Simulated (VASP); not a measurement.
Set up this calculation in VASP 6.6.1, as the native input.

```yaml
Task: single point
Functional: PBEsol
Potentials_or_basis: VASP PAW PBE potentials, release 64 (Na_pv, Cl)
Cutoff: 500 eV
k_mesh: 12 × 12 × 12
Occupations: gaussian, width 0.05 eV
Spin: no spin polarisation
Dipole_correction: no
Further_INCAR_settings: ALGO = Normal; EDIFF = 1e-06; NBANDS = 14
```

The structure of NaCl lies in POSCAR:

```
NaCl
1.0
    2.8600017931      0.0000000000      0.0000000000
    0.0000000000      2.8600017931      0.0000000000
    0.0000000000      0.0000000000      2.8600017931
Na Cl
1 1
Direct
    0.0000000000      0.0000000000      0.0000000000
    0.5000000000      0.5000000000      0.5000000000
```

The input as run:

INCAR

```
SYSTEM = NaCl
PREC = Accurate
ENCUT = 500
EDIFF = 1E-6
ISMEAR = 0
SIGMA = 0.05
LREAL = .FALSE.
LASPH = .TRUE.
NELM = 120
ALGO = Normal
ISIF = 2
LWAVE = .FALSE.
LCHARG = .FALSE.
GGA = PS
NBANDS = 14
GGA_COMPAT = .FALSE.
```

KPOINTS

```
Automatic mesh
0
G
  12 12 12
  0 0 0
```

Potentials or basis: VASP PAW PBE potentials, release 64 (Na_pv, Cl).

The run is started by

```sh
$ cat potpaw_PBE.64/Na_pv/POTCAR potpaw_PBE.64/Cl/POTCAR > POTCAR
$ mpirun -np 1 vasp_std > vasp.out
```

Results of the run:

* Pressure: 60.0 GPa
* Band gap on the k mesh: 4.20 eV

Caveat: the cell stands under pressure; the PAW data sets were made with another functional, which shifts forces and pressure a little.

Run time: 27 s on 1 thread of Intel Xeon 8259CL (shared host), peak memory 0.14 GiB.
